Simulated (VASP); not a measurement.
# KRe3 (Pm-3m) in VASP: further runs

KRe3 is run at these levels: PBE; tasks: single point, relaxation of cell and atoms.

All numbers are computed with VASP 6.6.1; they aren't measurements. Logs are shortened: lines on timing, memory, paths and dates and some standing lists are left out, and cuts for length are marked.

## (1) The cell of the first run

The structure is cubic, space group Pm-3m (No. 221). The conventional cell has a = 4.115 Å, b = 4.115 Å, c = 4.115 Å, α = 90.00°, β = 90.00°, γ = 90.00°. Within 3.8 Å of K (site symmetry m-3m) lie 12 Re at 2.91 Å. Re (site symmetry 4/mmm) has 4 K at 2.91 Å and 8 Re at 2.91 Å within 3.8 Å.

The cell was built from a structure type or drawn by symmetry, and may not be a known phase.

## (2) Single point, PBE

The input, INCAR:

```
PREC = Accurate
ENCUT = 520
EDIFF = 1E-6
ISMEAR = 0
SIGMA = 0.1
LREAL = F
LASPH = T
NELM = 80
ALGO = Fast
ISIF = 2
LWAVE = F
LCHARG = T
GGA = PE
LELF = T
LVHAR = T
NBANDS = 23
```

The input, KPOINTS:

```
Automatic mesh
0
Gamma
  12 12 12
```

The input, POSCAR:

```
KRe3
1.0
    4.1145539179      0.0000000000      0.0000000000
    0.0000000000      4.1145539179      0.0000000000
    0.0000000000      0.0000000000      4.1145539179
K Re
1 3
Direct
    0.0000000000      0.0000000000      0.0000000000
    0.0000000000      0.5000000000      0.5000000000
    0.5000000000      0.0000000000      0.5000000000
    0.5000000000      0.5000000000      0.0000000000
```

Potentials or basis: VASP PAW PBE potentials, release 64 (K_sv, Re).

Launch:

```
$ cat potpaw_PBE.64/K_sv/POTCAR potpaw_PBE.64/Re/POTCAR > POTCAR
$ mpirun -np 1 vasp_std > vasp.out
```

OUTCAR:

```text
PREC = Accurate
   ENCUT = 520
   EDIFF = 1E-6
   ISMEAR = 0
   LREAL = F
   LASPH = T
   NELM = 80
   ISIF = 2
   GGA = PE

 ion  position               nearest neighbor table
   1  0.000  0.000  0.000-   2 2.91   3 2.91   4 2.91   2 2.91   3 2.91   2 2.91   4 2.91   2 2.91
                             3 2.91   4 2.91   3 2.91   4 2.91
   2  0.000  0.500  0.500-   1 2.91   3 2.91   4 2.91   1 2.91   4 2.91   1 2.91   3 2.91   1 2.91
                             3 2.91   4 2.91   4 2.91   3 2.91
   3  0.500  0.000  0.500-   1 2.91   2 2.91   4 2.91   1 2.91   4 2.91   2 2.91   4 2.91   4 2.91
                             1 2.91   2 2.91   1 2.91   2 2.91
   4  0.500  0.500  0.000-   1 2.91   2 2.91   3 2.91   2 2.91   3 2.91   1 2.91   3 2.91   3 2.91
                             1 2.91   2 2.91   2 2.91   1 2.91

  LATTYP: Found a simple cubic cell.
 ALAT       =     4.1145539179

  Lattice vectors:

 A1 = (   4.1145539179,   0.0000000000,   0.0000000000)
 A2 = (   0.0000000000,   4.1145539179,   0.0000000000)
 A3 = (   0.0000000000,   0.0000000000,   4.1145539179)

Analysis of symmetry for initial positions (statically):
=====================================================================
 Subroutine PRICEL returns:
 Original cell was already a primitive cell.

 Routine SETGRP: Setting up the symmetry group for a
 simple cubic supercell.

 Subroutine GETGRP returns: Found 48 space group operations
 (whereof 48 operations were pure point group operations)
 out of a pool of 48 trial point group operations.

The static configuration has the point symmetry O_h .

Analysis of symmetry for dynamics (positions and initial velocities):
=====================================================================
 Subroutine PRICEL returns:
 Original cell was already a primitive cell.

 Routine SETGRP: Setting up the symmetry group for a
 simple cubic supercell.

 Subroutine GETGRP returns: Found 48 space group operations
 (whereof 48 operations were pure point group operations)
 out of a pool of 48 trial point group operations.

The dynamic configuration has the point symmetry O_h .

 Subroutine INISYM returns: Found 48 space group operations
 (whereof 48 operations are pure point group operations),
 and found     1 'primitive' translations

----------------------------------------------------------------------------------------

                                     Primitive cell

  volume of cell :      69.6576

  direct lattice vectors                    reciprocal lattice vectors
     4.114553918  0.000000000  0.000000000     0.243039712  0.000000000  0.000000000
     0.000000000  4.114553918  0.000000000     0.000000000  0.243039712  0.000000000
     0.000000000  0.000000000  4.114553918     0.000000000  0.000000000  0.243039712

  length of vectors
     4.114553918  4.114553918  4.114553918     0.243039712  0.243039712  0.243039712

  position of ions in fractional coordinates (direct lattice)
     0.000000000  0.000000000  0.000000000
     0.000000000  0.500000000  0.500000000
     0.500000000  0.000000000  0.500000000
     0.500000000  0.500000000  0.000000000

  ion indices of the primitive-cell ions
   primitive index   ion index
                 1           1
                 2           2
                 3           3
                 4           4

----------------------------------------------------------------------------------------

 KPOINTS: Automatic mesh

Automatic generation of k-mesh.
 Grid dimensions read from file:
 generate k-points for:   12   12   12

 Generating k-lattice:

  Cartesian coordinates                     Fractional coordinates (reciprocal lattice)
     0.020253309  0.000000000  0.000000000     0.083333333  0.000000000  0.000000000
     0.000000000  0.020253309  0.000000000     0.000000000  0.083333333  0.000000000
     0.000000000  0.000000000  0.020253309     0.000000000  0.000000000  0.083333333

  Length of vectors
     0.020253309  0.020253309  0.020253309

  Shift w.r.t. Gamma in fractional coordinates (k-lattice)
     0.000000000  0.000000000  0.000000000

 Subroutine IBZKPT returns following result:
 ===========================================

 Found     84 irreducible k-points:

 Following reciprocal coordinates:
            Coordinates               Weight
  0.000000  0.000000  0.000000      1.000000
  0.083333  0.000000  0.000000      6.000000
  0.166667  0.000000  0.000000      6.000000
  0.250000  0.000000  0.000000      6.000000
  0.333333  0.000000  0.000000      6.000000
  0.416667  0.000000  0.000000      6.000000
[... 16 lines left out ...]
  0.333333  0.333333  0.000000     12.000000
  0.416667  0.333333  0.000000     24.000000
 [... further k-points ...]
   k-points           NKPTS =     84   k-points in BZ     NKDIM =     84   number of bands    NBANDS=     23
   number of dos      NEDOS =    301   number of ions     NIONS =      4
   total plane-waves  NPLWV =  32768
   dimension x,y,z NGX =    32 NGY =   32 NGZ =   32
   dimension x,y,z NGXF=    64 NGYF=   64 NGZF=   64
   ions per type =               1   3
   NGX,Y,Z   is equivalent  to a cutoff of  12.93, 12.93, 12.93 a.u.
   NGXF,Y,Z  is equivalent  to a cutoff of  25.86, 25.86, 25.86 a.u.
 SYSTEM =  unknown system
   PREC   = accura    normal or accurate (medium, high low for compatibility)
   ISTART =      0    job   : 0-new  1-cont  2-samecut
   ICHARG =      2    charge: 1-file 2-atom 10-const
   ISPIN  =      1    spin polarized calculation?
   LNONCOLLINEAR =      F non collinear calculations
   LSORBIT =      F    spin-orbit coupling
   LASPH  =      T    aspherical Exc in radial PAW
   ENCUT  =  520.0 eV  38.22 Ry    6.18 a.u.   7.65  7.65  7.65*2*pi/ulx,y,z
   NELM   =     80;   NELMIN=  2; NELMDL= -5     # of ELM steps
   EDIFF  = 0.1E-05   stopping-criterion for ELM
   LREAL  =      F    real-space projection
   EDIFFG = 0.1E-04   stopping-criterion for IOM
   NSW    =      0    number of steps for IOM
   IBRION =     -1    ionic relax: 0-MD 1-quasi-New 2-CG
   NFREE  =      0    steps in history (QN), initial steepest desc. (CG)
   ISIF   =      2    stress and relaxation
   ISYM   =      2    0-nonsym 1-usesym 2-fastsym
   POTIM  = 0.5000    time-step for ionic-motion
   TEBEG  =    0.0;   TEEND  =   0.0 temperature during run
   PSTRESS=    0.0 pullay stress
   NELECT =      30.0000    total number of electrons
   NUPDOWN=      -1.0000    fix difference up-down
   EMIN   =  10.00;   EMAX   =-10.00  energy-range for DOS
   EFERMI =   0.00;   METHOD = LEGACY
   ISMEAR =     0;   SIGMA  =   0.10  broadening in eV -4-tet -1-fermi 0-gaus
   EFERMI_NEDOS =   21; number of points for ismear=-14 and -15
   IALGO  =     68    algorithm
   IMIX   =      4    mixing-type and parameters
     AMIX     =   0.40;   BMIX     =  1.00
     AMIX_MAG =   1.60;   BMIX_MAG =  1.00
  volume/ion in A,a.u.               =      17.41       117.52
  Fermi-wavevector in a.u.,A,eV,Ry     =   1.236306  2.336279 20.795845  1.528451
  Thomas-Fermi vector in A             =   2.370919
   LORBIT       =      0    0 simple, 1 ext, 2 COOP (PROOUT), +10 PAW based schemes
   GGA     = PE    functional components
   LHFCALC =     F    Hartree Fock is set to
   AEXX    =    0.0000 exact exchange contribution
   IVDW    =     0    specifies the selected vdW correction
   LEPSILON=     F    determine dielectric tensor
   LRPA    =     F    only Hartree local field effects (RPA)
 non-spin polarized calculation
 RMM-DIIS sequential band-by-band and
 Gauss-broadening in eV      SIGMA  =   0.10
  energy-cutoff  :      520.00
  volume of cell :       69.66
 maximum number of plane-waves:      1924
 NGX is ok and might be reduce to    32
   NGX = 15   NGY = 15   NGZ = 15

 number of electron      30.0000005 magnetization

 Free energy of the ion-electron system (eV)
  ---------------------------------------------------
  ext. energy  EPLUGINS =         0.00000000
  ---------------------------------------------------
  free energy    TOTEN  =       -29.50191596 eV

  energy without entropy =      -29.45940287  energy(sigma->0) =      -29.48065941

 E-fermi :   5.3861     XC(G=0): -12.2844

 val. band max:        5.3844481431   @ k =   0.1667   0.1667   0.0000
 cond. band min:       5.3862426707   @ k =   0.2500   0.0833   0.0000
 fundamental gap:      0.0017945276
 Fermi energy:         5.3860831858

 k-point     1 :       0.0000    0.0000    0.0000
  band No.  band energies     occupation
      1     -23.4541      2.00000
      2      -7.2512      2.00000
      3      -7.2512      2.00000
      4      -7.2512      2.00000
      5      -2.1751      2.00000
      6       1.0467      2.00000
[... 15 lines left out ...]
     22       9.3300      0.00000
     23       9.3301      0.00000

 k-point     2 :       0.0833    0.0000    0.0000
  band No.  band energies     occupation
      1     -23.4520      2.00000
      2      -7.2948      2.00000
      3      -7.2583      2.00000
      4      -7.2583      2.00000
      5      -2.0712      2.00000
      6       1.1141      2.00000
[... 15 lines left out ...]
     22      10.0337      0.00000
     23      10.0337      0.00000

 k-point     3 :       0.1667    0.0000    0.0000
  band No.  band energies     occupation
      1     -23.4461      2.00000
      2      -7.4093      2.00000
      3      -7.2776      2.00000
      4      -7.2776      2.00000
      5      -1.7733      2.00000
      6       1.2762      2.00000
[... 15 lines left out ...]
     22      10.6880      0.00000
     23      10.6880      0.00000
[... 495 lines left out ...]
 k-point    23 :       0.3333    0.3333    0.0000
  band No.  band energies     occupation
      1     -23.4166      2.00000
      2      -7.6475      2.00000
      3      -7.5417      2.00000
      4      -7.3936      2.00000
      5       0.2782      2.00000
      6       2.2207      2.00000
[... 15 lines left out ...]
     22      10.1689      0.00000
     23      10.9131      0.00000

 k-point    24 :       0.4167    0.3333    0.0000
  band No.  band energies     occupation
      1     -23.4134      2.00000
      2      -7.6652      2.00000
      3      -7.5615      2.00000
      4      -7.4090      2.00000
      5       0.7252      2.00000
      6       2.1889      2.00000
[... 15 lines left out ...]
     22      10.0530      0.00000
     23      10.7475      0.00000

 [... further k-points ...]

------------------------ aborting loop because EDIFF is reached ----------------------------------------

  FORCE on cell =-STRESS in cart. coord.  units (eV):
  Direction    XX          YY          ZZ          XY          YZ          ZX
  --------------------------------------------------------------------------------------
  -------------------------------------------------------------------------------------
  Total        0.0878301      0.0878301      0.0878301      0.0000000      0.0000000      0.0000000
  in kB        2.0201589      2.0201589      2.0201589      0.0000000      0.0000000      0.0000000
  external PRESSURE =       2.0201589 kB  Pullay stress =       0.0000000 kB

 VOLUME and BASIS-vectors are now :
 -----------------------------------------------------------------------------
  energy-cutoff  :      520.00
  volume of cell :       69.66
      direct lattice vectors                 reciprocal lattice vectors
     4.114553918  0.000000000  0.000000000     0.243039712  0.000000000  0.000000000
     0.000000000  4.114553918  0.000000000     0.000000000  0.243039712  0.000000000
     0.000000000  0.000000000  4.114553918     0.000000000  0.000000000  0.243039712

 POSITION                                       TOTAL-FORCE (eV/Angst)
 -----------------------------------------------------------------------------------
      0.00000      0.00000      0.00000         0.000000      0.000000      0.000000
      0.00000      2.05728      2.05728         0.000000      0.000000      0.000000
      2.05728      0.00000      2.05728         0.000000      0.000000      0.000000
      2.05728      2.05728      0.00000         0.000000      0.000000      0.000000
 -----------------------------------------------------------------------------------
    total drift:                                0.000000     -0.000000     -0.000000

  FREE ENERGIE OF THE ION-ELECTRON SYSTEM (eV)
  ---------------------------------------------------
  free  energy   TOTEN  =       -29.5019159560 eV

  energy  without entropy=      -29.4594028691  energy(sigma->0) =      -29.48065941
```

Run time: 12 min. Hardware: 1 thread of Intel Xeon 8259CL, shared host; peak memory 0.27 GiB.

What came out:

```
Free energy            : -29.5019 eV
Pressure               : 0.2 GPa
Band gap on the k mesh : zero (bands 15 and 16 overlap by 2.16 eV)
```

Caveat: spin-orbit coupling is left out, which moves the levels of the heavy elements.

## (3) Relaxation of cell and atoms, PBE

The input, INCAR:

```
  PREC = Accurate
  ENCUT = 600
  EDIFF = 1E-7
  ISMEAR = 0
  SIGMA = 0.1
  LREAL = False
  LASPH = True
  NELM = 60
  ALGO = Fast
  ISIF = 3
  LWAVE = False
  LCHARG = False
  GGA = PE
  IBRION = 2
  NSW = 100
  EDIFFG = -0.01
```

The input, KPOINTS:

```
regular mesh
0
Gamma
  12 12 12
```

POSCAR is that of step 2.

Potentials or basis: VASP PAW PBE potentials, release 64 (K_sv, Re).

Launch:

```
$ cat potpaw_PBE.64/K_sv/POTCAR potpaw_PBE.64/Re/POTCAR > POTCAR
$ mpirun -np 1 vasp_std > vasp.out
```

It took 53 min on 1 thread of Intel Xeon 8259CL, shared host; peak memory 0.33 GiB.

It converged, with:

| Property | Result |
| --- | --- |
| Free energy | -29.5040 eV |
| Relaxed volume | 17.45 Å³/atom |
| Relaxed cell | a = 4.117 Å, b = 4.117 Å, c = 4.117 Å, α = 90.00°, β = 90.00°, γ = 90.00° |
| Space group after relaxing (to 0.1 Å) | Pm-3m (No. 221) |
| Energy gained by relaxing | 0.6 meV/atom |
| Ionic steps | 5 |
| Pressure after relaxing | -0.1 GPa |
| Band gap on the k mesh | zero (bands 15 and 16 overlap by 2.16 eV) |

Step by step:
| step | energy change (eV) | largest force (eV/Å) | pressure (GPa) | volume (Å³) |
| --- | --- | --- | --- | --- |
| 1 | 0.0000 | 0.0000 | 0.70 | 69.66 |
| 2 | 0.0008 | 0.0000 | -1.55 | 70.42 |
| 3 | -0.0019 | 0.0000 | -0.62 | 70.03 |
| 4 | -0.0024 | 0.0000 | -0.21 | 69.85 |
| 5 | -0.0025 | 0.0000 | -0.06 | 69.79 |

Final structure:
```yaml
crystal:
  lattice:
    - [4.11709, 0.00000, 0.00000]
    - [0.00000, 4.11709, 0.00000]
    - [0.00000, 0.00000, 4.11709]
  atoms:
    - { symbol: K, position: [0.00000, 0.00000, 0.00000] }
    - { symbol: Re, position: [0.00000, 0.50000, 0.50000] }
    - { symbol: Re, position: [0.50000, 0.00000, 0.50000] }
    - { symbol: Re, position: [0.50000, 0.50000, 0.00000] }
```

Levels at points of the mesh, in eV from the Fermi level:
| k point | band 11 | band 12 | band 13 | band 14 | band 15 | band 16 | band 17 | band 18 | band 19 |
| --- | --- | --- | --- | --- | --- | --- | --- | --- | --- |
| (0.00, 0.00, 0.00) | -3.88 | -0.17 | -0.17 | -0.17 | 1.72 | 1.72 | 2.92 | 3.58 | 3.59 |
| (0.50, 0.00, 0.00) | -1.73 | -1.58 | -1.58 | -1.19 | -0.40 | -0.37 | 0.29 | 0.66 | 0.66 |
| (0.50, 0.50, 0.00) | -1.56 | -1.46 | -1.46 | -1.09 | -0.87 | -0.23 | 0.02 | 0.02 | 0.91 |
| (0.50, 0.50, 0.50) | -1.61 | -0.36 | -0.36 | -0.36 | 0.08 | 0.57 | 0.57 | 2.76 | 2.77 |

Caveat: spin-orbit coupling is left out, which moves the levels of the heavy elements.
